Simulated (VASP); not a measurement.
# W (Fmmm) in VASP: single point with PBEsol

Aim: the single point of W with PBEsol.

All numbers are computed with VASP 6.6.1; they aren't measurements. Logs are shortened: lines on timing, memory, paths and dates and some standing lists are left out, and cuts for length are marked.

## Step 1: The cell of the first run

The typed cell holds 2 atoms: a = 2.730 Å, b = 2.730 Å, c = 4.463 Å, α = 90.00°, β = 90.00°, γ = 109.35°.

## Step 2: Single point, PBEsol

Contents of INCAR:

```
PREC     = Accurate       # precision mode
ENCUT    = 500            # plane-wave cutoff, eV
EDIFF    = 1E-6           # SCF threshold, eV
ISMEAR   = 0              # smearing method
SIGMA    = 0.15           # smearing width, eV
LREAL    = False          # projectors in reciprocal space
LASPH    = True           # aspherical terms in the spheres
NELM     = 120            # most SCF steps
ALGO     = Normal         # electronic algorithm
ISIF     = 2              # what is computed and relaxed
LWAVE    = False          # write WAVECAR
LCHARG   = False          # write CHGCAR
GGA      = PS             # functional
NBANDS   = 21             # bands
GGA_COMPAT= False
```

Contents of KPOINTS:

```
regular mesh
0
Gamma
  12 12 8
```

Contents of POSCAR:

```
W
1.0
    0.0000029806     -2.2273675037     -1.5785047182
   -0.0000079711      2.2273664589     -1.5785036734
    4.4629640512     -0.0000109516      0.0000049905
W
2
Direct
    0.5000028662      0.5000032771      0.5000004378
   -0.0000028662     -0.0000032771     -0.0000004378
```

Potentials or basis: VASP PAW PBE potentials, release 64 (W_sv).

On the command line:

```sh
cat potpaw_PBE.64/W_sv/POTCAR > POTCAR
mpirun -np 1 vasp_std > vasp.out
```

OUTCAR:

```text
PREC = Accurate
   ENCUT = 500
   EDIFF = 1E-6
   ISMEAR = 0
   LREAL = False
   LASPH = True
   NELM = 120
   ISIF = 2
   GGA = PS

 ion  position               nearest neighbor table
   1  0.500  0.500  0.500-   2 2.73   2 2.73   2 2.73   2 2.73   2 3.15   2 3.15   2 3.15   2 3.15

   2  1.000  1.000  1.000-   1 2.73   1 2.73   1 2.73   1 2.73   1 3.15   1 3.15   1 3.15   1 3.15

  LATTYP: Found a base centered orthorhombic cell.
 ALAT       =     3.1570083916
 B/A-ratio  =     1.4110618060
 C/A-ratio  =     1.4136687324

  Lattice vectors:

 A1 = (   0.0000029806,  -2.2273675037,  -1.5785047182)
 A2 = (  -0.0000079711,   2.2273664589,  -1.5785036734)
 A3 = (   4.4629640512,  -0.0000109516,   0.0000049905)

Analysis of symmetry for initial positions (statically):
=====================================================================
 Subroutine PRICEL returns:
 Original cell was already a primitive cell.

 Routine SETGRP: Setting up the symmetry group for a
 base centered orthorhombic supercell.

 Subroutine GETGRP returns: Found  8 space group operations
 (whereof  4 operations were pure point group operations)
 out of a pool of  8 trial point group operations.

The static configuration has the point symmetry C_2v.
 The point group associated with its full space group is D_2h.

Analysis of symmetry for dynamics (positions and initial velocities):
=====================================================================
 Subroutine PRICEL returns:
 Original cell was already a primitive cell.

 Routine SETGRP: Setting up the symmetry group for a
 base centered orthorhombic supercell.

 Subroutine GETGRP returns: Found  8 space group operations
 (whereof  4 operations were pure point group operations)
 out of a pool of  8 trial point group operations.

The dynamic configuration has the point symmetry C_2v.
 The point group associated with its full space group is D_2h.

 Subroutine INISYM returns: Found  8 space group operations
 (whereof  4 operations are pure point group operations),
 and found     1 'primitive' translations

----------------------------------------------------------------------------------------

                                     Primitive cell

  volume of cell :      31.3827

  direct lattice vectors                    reciprocal lattice vectors
     0.000002981 -2.227367504 -1.578504718    -0.000000197 -0.224480222 -0.316755498
    -0.000007971  2.227366459 -1.578503673     0.000000905  0.224480371 -0.316755647
     4.462964051 -0.000010952  0.000004990     0.224066335  0.000000551 -0.000000354
[... 77 lines left out ...]
   ICHARG =      2    charge: 1-file 2-atom 10-const
   ISPIN  =      1    spin polarized calculation?
   LNONCOLLINEAR =      F non collinear calculations
   LSORBIT =      F    spin-orbit coupling
   LASPH  =      T    aspherical Exc in radial PAW
   ENCUT  =  500.0 eV  36.75 Ry    6.06 a.u.   4.98  4.98  8.14*2*pi/ulx,y,z
   NELM   =    120;   NELMIN=  2; NELMDL= -5     # of ELM steps
   EDIFF  = 0.1E-05   stopping-criterion for ELM
   LREAL  =      F    real-space projection
   EDIFFG = 0.1E-04   stopping-criterion for IOM
   NSW    =      0    number of steps for IOM
   IBRION =     -1    ionic relax: 0-MD 1-quasi-New 2-CG
   NFREE  =      0    steps in history (QN), initial steepest desc. (CG)
   ISIF   =      2    stress and relaxation
   ISYM   =      2    0-nonsym 1-usesym 2-fastsym
   POTIM  = 0.5000    time-step for ionic-motion
   TEBEG  =    0.0;   TEEND  =   0.0 temperature during run
   PSTRESS=    0.0 pullay stress
   NELECT =      28.0000    total number of electrons
   NUPDOWN=      -1.0000    fix difference up-down
   EMIN   =  10.00;   EMAX   =-10.00  energy-range for DOS
   EFERMI =   0.00;   METHOD = LEGACY
   ISMEAR =     0;   SIGMA  =   0.15  broadening in eV -4-tet -1-fermi 0-gaus
   EFERMI_NEDOS =   21; number of points for ismear=-14 and -15
   IALGO  =     38    algorithm
   IMIX   =      4    mixing-type and parameters
     AMIX     =   0.40;   BMIX     =  1.00
     AMIX_MAG =   1.60;   BMIX_MAG =  1.00
  volume/ion in A,a.u.               =      15.69       105.89
  Fermi-wavevector in a.u.,A,eV,Ry     =   1.576028  2.978261 33.795016  2.483864
  Thomas-Fermi vector in A             =   2.676923
   LORBIT       =      0    0 simple, 1 ext, 2 COOP (PROOUT), +10 PAW based schemes
   GGA     = PS    functional components
   LHFCALC =     F    Hartree Fock is set to
   AEXX    =    0.0000 exact exchange contribution
   IVDW    =     0    specifies the selected vdW correction
   LEPSILON=     F    determine dielectric tensor
   LRPA    =     F    only Hartree local field effects (RPA)
 non-spin polarized calculation
 Gauss-broadening in eV      SIGMA  =   0.15
  energy-cutoff  :      500.00
  volume of cell :       31.38
 maximum number of plane-waves:       822
   NGX =  9   NGY =  9   NGZ = 17

 number of electron      28.0000007 magnetization

 Free energy of the ion-electron system (eV)
  ---------------------------------------------------
  ext. energy  EPLUGINS =         0.00000000
  ---------------------------------------------------
  free energy    TOTEN  =       -27.61661534 eV

  energy without entropy =      -27.60667285  energy(sigma->0) =      -27.61164410

 E-fermi :  11.3972     XC(G=0): -13.8186

 val. band max:       11.3854017728   @ k =  -0.4167   0.3333   0.3750
 cond. band min:      11.3978841198   @ k =  -0.2500   0.2500   0.3750
 fundamental gap:      0.0124823469
 Fermi energy:        11.3972486168

 k-point     1 :       0.0000    0.0000    0.0000
  band No.  band energies     occupation
      1     -62.7093      2.00000
      2     -62.5690      2.00000
      3     -27.5936      2.00000
      4     -26.6843      2.00000
      5     -26.2606      2.00000
      6     -26.2531      2.00000
[... 565 lines left out ...]
     20      20.6285      0.00000
     21      22.0508      0.00000

 [... further k-points ...]
[... 5 lines left out ...]
  --------------------------------------------------------------------------------------
  -------------------------------------------------------------------------------------
  Total        0.1159088      0.1238335      0.1243135     -0.0000006      0.0000001      0.0000003
  in kB        5.9174709      6.3220469      6.3465563     -0.0000301      0.0000036      0.0000166
  external PRESSURE =       6.1953580 kB  Pullay stress =       0.0000000 kB

 VOLUME and BASIS-vectors are now :
 -----------------------------------------------------------------------------
  energy-cutoff  :      500.00
  volume of cell :       31.38
      direct lattice vectors                 reciprocal lattice vectors
     0.000002981 -2.227367504 -1.578504718    -0.000000197 -0.224480222 -0.316755498
    -0.000007971  2.227366459 -1.578503673     0.000000905  0.224480371 -0.316755647
     4.462964051 -0.000010952  0.000004990     0.224066335  0.000000551 -0.000000354

 POSITION                                       TOTAL-FORCE (eV/Angst)
 -----------------------------------------------------------------------------------
      2.23148     -0.00001     -1.57851         0.000000      0.000000      0.000127
      4.46296     -0.00001     -3.15699        -0.000000     -0.000000     -0.000127
 -----------------------------------------------------------------------------------
    total drift:                               -0.001886     -0.000894     -0.001852

  FREE ENERGIE OF THE ION-ELECTRON SYSTEM (eV)
  ---------------------------------------------------
  free  energy   TOTEN  =       -27.6166153414 eV

  energy  without entropy=      -27.6066728527  energy(sigma->0) =      -27.61164410
```

It took 52 s on 1 thread of Intel Xeon 8259CL, shared host; peak memory 0.22 GiB.

Results:

| Property | Result |
| --- | --- |
| Free energy | -27.6166 eV |
| Pressure | 0.6 GPa |
| Band gap on the k mesh | zero (bands 14 and 15 overlap by 3.32 eV) |

Caveat: the PAW data sets were made with another functional, which shifts forces and pressure a little; spin-orbit coupling is left out, which moves the levels of the heavy elements.
